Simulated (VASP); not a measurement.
Input of a VASP 6.6.1 run:

File INCAR:

```
SYSTEM = V
ALGO = Normal
EDIFF = 1E-6
EDIFFG = -0.02
ENCUT = 600
GGA = PS
IBRION = 2
ISIF = 3
ISMEAR = -1
ISPIN = 2
LASPH = .TRUE.
LCHARG = .FALSE.
LMAXMIX = 4
LORBIT = 11
LREAL = .FALSE.
LWAVE = .FALSE.
MAGMOM = 2
NELM = 150
NSW = 80
PREC = Accurate
PSTRESS = 200.0
SIGMA = 0.05
```

KPOINTS

```
k-points
0
G
  12 12 12
  0 0 0
```

Contents of POSCAR:

```
V
1.0
   -1.5143500000      1.5143500000      1.5143500000
    1.5143500000     -1.5143500000      1.5143500000
    1.5143500000      1.5143500000     -1.5143500000
V
1
Direct
    0.0000000000      0.0000000000      0.0000000000
```

Potentials or basis: VASP PAW PBE potentials, release 64 (V_sv).

Run with:

```bash
$ cat potpaw_PBE.64/V_sv/POTCAR > POTCAR
$ mpirun -np 1 vasp_std > vasp.out
```

(1) Estimate the net moment.

(2) Estimate the relaxed volume.

(3) What does it give for the space group after relaxing (to 0.05 Å)?

## Answers

(1) 0.00 μB per cell.

(2) 11.85 Å³/atom.

(3) Im-3m (No. 229).

Caveat: the cell is relaxed towards a set pressure, so the enthalpy falls and the energy may rise; the PAW data sets were made with another functional, which shifts forces and pressure a little.
